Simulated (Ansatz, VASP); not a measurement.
**Ti in VASP and in Ansatz**

```
Ti
1.0
     0.00000    2.00256    2.00256
     2.00256    0.00000    2.00256
     2.00256    2.00256    0.00000
Ti
1
Direct
  0.00000 0.00000 0.00000
```

Change from the starting cell: volume scaled by 0.96.

Alike in both runs: task single point; functional PBE; k mesh 15 × 15 × 15; occupations fermi-dirac, width 0.05 eV; no spin polarisation.

```csv
,VASP,Ansatz
version,VASP 6.6.1,Ansatz 0.2.0
potentials or method,"VASP PAW PBE potentials, release 64 (Ti_sv), cutoff 520 eV","all-electron LAPW, scalar-relativistic"
```

|  | VASP | Ansatz | Ansatz less VASP |
| --- | --- | --- | --- |
| pressure (GPa) | 9.4 | 9.8 | +0.40 |

Ansatz ran all-electron here, and VASP with PAW potentials.
